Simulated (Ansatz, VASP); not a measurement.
## Two plane-wave programs on BC6

```xyz
14
Lattice="5.0759 0.1242 0.1477 0.0796 4.0246 -0.2844 0.1308 -0.2504 5.0538" Properties=species:S:1:pos:R:3 pbc="T T T"
C     2.3035    3.9444    1.8669
C     2.9102    0.5625    4.7016
C     3.5868    2.1257    2.9667
C     0.6366    2.3743    1.0372
C     4.8841    3.7949    1.7523
C     0.9824    2.2767    3.5514
C     4.6851    1.7993    3.8022
C     3.6049    3.2613    2.1764
C     1.0946    3.0833    2.2547
C     2.1132    4.0590    0.3037
C     4.2430    0.9578    4.8716
C     1.2286    3.0523   -0.1406
B     2.3529    1.1894    3.3053
B     5.0116    1.0447    1.0549
```

Alike in both runs: functional PBE; k mesh 3 × 3 × 3; occupations gaussian, width 0.1 eV; no spin polarisation.

Ansatz relaxed the structure, and its values are those at the end. VASP's run is a single point on that final structure, the one shown.

|  | VASP | Ansatz |
| --- | --- | --- |
| version | VASP 6.6.1 | Ansatz 0.2.0 |
| potentials or method | VASP PAW PBE potentials, release 64 (C, B), cutoff 520 eV | scalar-relativistic, plane waves, PAW |
| valence electrons in the cell | 54 | 54 |

|  | VASP | Ansatz | Ansatz less VASP |
| --- | --- | --- | --- |
| gap on the k mesh at the Fermi level (eV) | 0.49 | 0.49 | +0.001 |
| least direct gap on the mesh (eV) | 0.91 | 0.91 | 0.000 |
| rms of the force components (eV/Å) | 0.022 | 0.010 | -0.0121 |

The functional is the same, so the differences come from potentials, cutoffs and numerics.

The k mesh is coarse, so the values compare programs but aren't converged.
